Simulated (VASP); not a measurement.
Crystal: Pt.

```
CELL_PARAMETERS angstrom
0.00000 1.96090 1.96090
1.96090 0.00000 1.96090
1.96090 1.96090 0.00000
ATOMIC_POSITIONS crystal
Pt 0.00000 0.00000 0.00000
```

| Property | Result |
| --- | --- |
| Program | VASP 6.6.1 |
| Task | relaxation of cell and atoms |
| Functional | LDA |
| Potentials or basis | VASP PAW LDA potentials, release 64 (Pt) |
| Cutoff | 600 eV |
| k mesh | 10 × 10 × 10 |
| Occupations | methfessel-paxton, width 0.05 eV |
| Spin | no spin polarisation |

At the start: pressure -5.4 GPa; volume 15.08 Å³/atom.

Question: Where does the relaxation end?

Answer: Over 4 steps the energy falls by 4.8 meV/atom and the volume is 14.80 Å³/atom (-1.8 %); space group Fm-3m (No. 225, to 0.05 Å).

The path:
```tsv
step	energy change (eV)	largest force (eV/Å)	pressure (GPa)	volume (Å³)
1	0.0000	0.0000	-5.43	15.08
2	0.0434	0.0000	20.17	13.99
3	-0.0048	0.0000	-0.13	14.81
4	-0.0048	0.0000	-0.01	14.80
```

Final structure:
```
Pt
1.0
     0.00000    1.94887    1.94887
     1.94887    0.00000    1.94887
     1.94887    1.94887    0.00000
Pt
1
Cartesian
  1.9489 1.9489 0.0000
```
